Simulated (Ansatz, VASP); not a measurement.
**Ti4HBr in VASP and in Ansatz**

```xyz
6
Lattice="0.0000 3.7998 3.7998 3.7998 0.0000 3.7998 3.7998 3.7998 0.0000" Properties=species:S:1:pos:R:3 pbc="T T T"
Ti    0.9228    2.8770    2.8770
Ti    0.9228    0.9228    0.9228
Ti    2.8770    0.9228    2.8770
Ti    2.8770    2.8770    0.9228
H     5.6998    5.6998    5.6998
Br    3.7998    3.7998    3.7998
```

Change from the starting cell: species swapped into the TmNi4Au type (F-43m, No. 216).

Alike in both runs: functional PBE; k mesh 8 × 8 × 8; occupations gaussian, width 0.1 eV; no spin polarisation.

Ansatz relaxed the structure, and its values are those at the end. VASP's run is a single point on that final structure, the one shown.

```csv
,VASP,Ansatz
version,VASP 6.6.1,Ansatz 0.2.0
potentials or method,"VASP PAW PBE potentials, release 64 (Ti_sv, H, Br), cutoff 520 eV","scalar-relativistic, plane waves, PAW"
valence electrons in the cell,56,56
```

```tsv
	VASP	Ansatz	Ansatz less VASP
gap on the k mesh at the Fermi level (eV)	none	none	-
pressure (GPa)	-0.1	0.0	+0.10
rms of the force components (eV/Å)	0.008	0.000	-0.0076
```

A gap of «none» marks a metal or a gap that the smearing closes.
